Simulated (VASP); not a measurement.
**PbS: single point with PBE+D3(BJ)**

Crystal: PbS.

```
Pb S
1.0
     2.95905   -2.96459    0.18148
     2.95905    2.96459    0.18148
    -0.36420    0.00000    5.93878
Pb S
2 2
Direct
  0.75002 0.75002 0.74993
  0.24998 0.24998 0.25007
  0.25003 0.25003 0.74972
  0.74997 0.74997 0.25028
```

```
Program                : VASP 6.6.1
Task                   : single point
Functional             : PBE
Dispersion             : D3(BJ)
Potentials or basis    : VASP PAW PBE potentials, release 64 (Pb_d, S)
Cutoff                 : 520 eV
k mesh                 : 8 × 8 × 4
Occupations            : gaussian, width 0.02 eV
Spin                   : no spin polarisation
Dipole correction      : no
Further INCAR settings : ALGO = Normal; EDIFF = 1e-06; NBANDS = 28
```

```
Pressure                   : -0.1 GPa
Band gap on the k mesh     : 0.37 eV
Dispersion energy per atom : -0.346 eV
```

Forces on the atoms (eV/Å):
```
Pb   0.000  0.000  0.001
Pb   0.000  0.000 -0.001
S    0.000  0.000  0.002
S    0.000  0.000 -0.002
```

Levels at points of the mesh, in eV from the valence-band top:
```csv
k point,band 16,band 17,band 18,band 19,band 20,band 21,band 22,band 23,band 24,band 25
"(0.00, 0.00, 0.00)",-3.42,-3.42,-2.17,-2.17,-2.14,3.88,5.15,5.23,5.23,5.54
"(0.50, 0.00, 0.00)",-3.68,-1.88,-1.88,-0.78,-0.78,1.44,1.44,2.44,2.44,4.22
"(0.50, 0.50, 0.00)",-5.18,-3.44,-3.44,-3.41,-3.41,3.87,3.87,5.58,5.58,5.63
"(0.00, 0.00, 0.50)",-2.82,-2.82,-2.82,-1.75,-1.74,2.42,2.44,4.76,4.76,4.94
"(0.50, 0.00, 0.50)",-1.77,-1.77,-1.77,0.00,0.00,0.37,0.37,1.96,1.96,1.98
"(0.50, 0.50, 0.50)",-4.42,-4.41,-4.41,-1.04,-1.04,2.18,2.18,4.68,4.68,4.69
```

Wall time 4.4 min on 1 thread of Intel Xeon 8259CL (shared host), peak memory 0.35 GiB.

Caveat: spin-orbit coupling is left out, which moves the levels of the heavy elements. A k mesh can miss the band edges.
